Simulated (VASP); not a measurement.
Input of a VASP 6.6.1 run:

The input INCAR:

```
SYSTEM = SnS2
ALGO = Normal ; DIPOL = 0.5 0.5 0.500
EDIFF = 1E-6 ; ENCUT = 400
GGA = PS ; GGA_COMPAT = .False.
IDIPOL = 3 ; ISIF = 2
ISMEAR = 0 ; LASPH = .True.
LCHARG = .False. ; LDIPOL = .True.
LREAL = .False. ; LWAVE = .False.
NBANDS = 20 ; NELM = 120
NELMDL = -8 ; PREC = Accurate
SIGMA = 0.03
```

Contents of KPOINTS:

```
k-points
0
Gamma
  12 12 1
  0 0 0
```

The input POSCAR:

```
SnS2
1.0
    3.6556361802      0.0000000000      0.0000000000
   -1.8278180901      3.1658737991      0.0000000000
    0.0000000000      0.0000000000     18.9318079020
S Sn
2 1
Direct
    0.3333333333      0.6666666667      0.4225692571
    0.6666666667      0.3333333333      0.5774307429
    0.0000000000      0.0000000000      0.5000000000
```

Potentials or basis: VASP PAW PBE potentials, release 64 (S, Sn_d).

Launch:

```sh
$ cat potpaw_PBE.64/S/POTCAR potpaw_PBE.64/Sn_d/POTCAR > POTCAR
$ mpirun -np 1 vasp_std > vasp.out
```

Task: Estimate the largest force.

Result: 0.055 eV/Å.

Task: What does it give for the band gap on the k mesh?

Result: 1.56 eV, indirect (least direct gap 1.81 eV).

Forces on the atoms (eV/Å):
```
S    0.000  0.000 -0.055
S    0.000  0.000  0.055
Sn   0.000  0.000  0.000
```

Caveat: the PAW data sets were made with another functional, which shifts forces and pressure a little; spin-orbit coupling is left out, which moves the levels of the heavy elements.
